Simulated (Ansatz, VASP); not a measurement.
**One calculation of Zr, two programs**

The input INCAR:

```
  ALGO = Normal
  EDIFF = 1E-7
  EDIFFG = -0.005
  ENCUT = 600
  GGA = PE
  IBRION = 2
  ISIF = 3
  ISMEAR = -1
  LASPH = True
  LCHARG = False
  LREAL = False
  LWAVE = False
  NELM = 80
  NSW = 100
  PREC = Accurate
  SIGMA = 0.05
```

The input KPOINTS:

```
k-points
0
Gamma
  12 12 7
```

Contents of POSCAR:

```
Zr
1.0
    3.2320000000      0.0000000000      0.0000000000
   -1.6160000000      2.7989941050      0.0000000000
    0.0000000000      0.0000000000      5.1470000000
Zr
2
Direct
    0.3333333333      0.6666666667      0.2500000000
    0.6666666667      0.3333333333      0.7500000000
```

Input for Ansatz:

```yaml
crystal:
  lattice:
    - [3.232, 0.0, 0.0]
    - [-1.616, 2.798994105, 0.0]
    - [0.0, 0.0, 5.147]
  atoms:
    - { symbol: Zr, position: [0.3333333333, 0.6666666667, 0.25] }
    - { symbol: Zr, position: [0.6666666667, 0.3333333333, 0.75] }
kpoints:
  mp_grid: { grid: [12, 12, 7] }
scf:
  occupations: { method: fermi_dirac, width: 0.05 }
hamiltonian:
  xc: pbe
  pseudopotentials: { kind: paw }
output:
  forces: true
  stress: true
  efg: { contact_densities: true }
relax:
  f_tol: 0.005
  max_steps: 80
  cell: {}
```

Alike in both runs: task relaxation of cell and atoms; functional PBE; k mesh 12 × 12 × 7; occupations fermi-dirac, width 0.05 eV; no spin polarisation.

```csv
,VASP,Ansatz
version,VASP 6.6.1,Ansatz 0.2.0
potentials or method,"VASP PAW PBE potentials, release 64 (Zr_sv)","PAW with Ansatz's default frozen-core files, scalar-relativistic"
plane-wave cutoff (eV),600,420
valence electrons in the cell,24,24
```

VASP gave:

```
relaxed volume (Å³/atom)                                     : 23.40
relaxed cell length with the largest relative difference (Å) : 5.178
```

Task: Which values does Ansatz return?

Result: Relaxed volume (Å³/atom): 23.40; relaxed cell length with the largest relative difference (Å): 5.176.
